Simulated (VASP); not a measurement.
The system is Ge.

```xyz
1
Lattice="3.0265 0.0000 0.0000 -1.5132 2.6210 0.0000 0.0000 0.0000 2.5088" Properties=species:S:1:pos:R:3 pbc="T T T"
Ge    0.0000    0.0000    1.2544
```

```yaml
Program: VASP 6.6.1
Task: relaxation of cell and atoms
Functional: PBE
Potentials_or_basis: VASP PAW PBE potentials, release 64 (Ge_d)
Cutoff: 600 eV
k_mesh: 6 × 6 × 6
Occupations: gaussian, width 0.1 eV
Spin: no spin polarisation
```

At the start: pressure -0.3 GPa; volume 19.90 Å³/atom.

Problem. Where does the relaxation end?

Solution. Over 9 steps the energy falls by 182.2 meV/atom and the volume is 19.71 Å³/atom (-1.0 %); space group P6/mmm (No. 191, to 0.05 Å).

Step by step:
```tsv
step	energy change (eV)	largest force (eV/Å)	pressure (GPa)	volume (Å³)
1	0.0000	0.0000	-0.29	19.90
2	-0.1455	0.0000	-0.94	19.72
3	-0.1702	0.0000	-0.04	19.63
4	-0.1662	0.0000	1.94	19.41
5	-0.1818	0.0000	0.53	19.54
6	-0.1818	0.0000	0.63	19.53
7	-0.1821	0.0000	-0.21	19.77
8	-0.1822	0.0000	0.15	19.69
9	-0.1822	0.0000	-0.03	19.71
```

Final structure:
```
Ge
1.0
     2.85007    0.00000    0.00000
    -1.42504    2.46823    0.00000
     0.00000    0.00000    2.80175
Ge
1
Direct
  0.00000 0.00000 0.50000
```

Caveat: the k points lie up to 0.42 Å⁻¹ apart in the final cell.
